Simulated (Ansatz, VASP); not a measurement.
One calculation of InO, two programs

The input INCAR:

```
  PREC = Accurate
  ENCUT = 520
  EDIFF = 1E-6
  ISMEAR = 0
  SIGMA = 0.03
  LREAL = False
  LASPH = True
  NELM = 80
  ALGO = Normal
  ISIF = 2
  LWAVE = False
  LCHARG = False
  NBANDS = 27
```

File KPOINTS:

```
regular mesh
0
Gamma
  12 12 4
```

The input POSCAR:

```
InO
1.0
    3.7202926898      0.0000000000      0.0000000000
   -1.8601463449      3.2218679788      0.0000000000
    0.0000000000      0.0000000000     13.6824700068
In O
2 2
Direct
    0.6666666667      0.3333333333      0.5900210000
    0.6666666667      0.3333333333      0.4099790000
    0.0000000000      0.0000000000      0.6398670000
    0.0000000000      0.0000000000      0.3601330000
```

Input for Ansatz:

```yaml
crystal:
  lattice:
    - [3.7202926898, 0.0, 0.0]
    - [-1.8601463449, 3.2218679788, 0.0]
    - [0.0, 0.0, 13.6824700068]
  atoms:
    - { symbol: In, position: [0.6666666667, 0.3333333333, 0.590021] }
    - { symbol: In, position: [0.6666666667, 0.3333333333, 0.409979] }
    - { symbol: O, position: [0.0, 0.0, 0.639867] }
    - { symbol: O, position: [0.0, 0.0, 0.360133] }
basis:
  ecutwfc: 420
kpoints:
  mp_grid: { grid: [12, 12, 4] }
hamiltonian:
  xc: lda
scf:
  occupations: { method: gaussian, width: 0.03 }
output:
  forces: true
  stress: true
  eigenvalues: true
```

Alike in both runs: task single point; functional LDA; k mesh 12 × 12 × 4; occupations gaussian, width 0.03 eV; no spin polarisation.

|  | VASP | Ansatz |
| --- | --- | --- |
| version | VASP 6.6.1 | Ansatz 0.2.0 |
| potentials or method | VASP PAW LDA potentials, release 64 (In_d, O), cutoff 520 eV | scalar-relativistic, plane waves, PAW |
| valence electrons in the cell | 38 | 38 |

Ansatz gave:

* rms of the force components (eV/Å): 1.401

Task: Estimate VASP's values.

Result: rms of the force components (eV/Å): 1.407.

LDA's correlation is that of Perdew and Zunger in VASP and of Perdew and Wang (1992) in Ansatz. Atom by atom the forces differ by 0.013 eV/Å (rms over components).
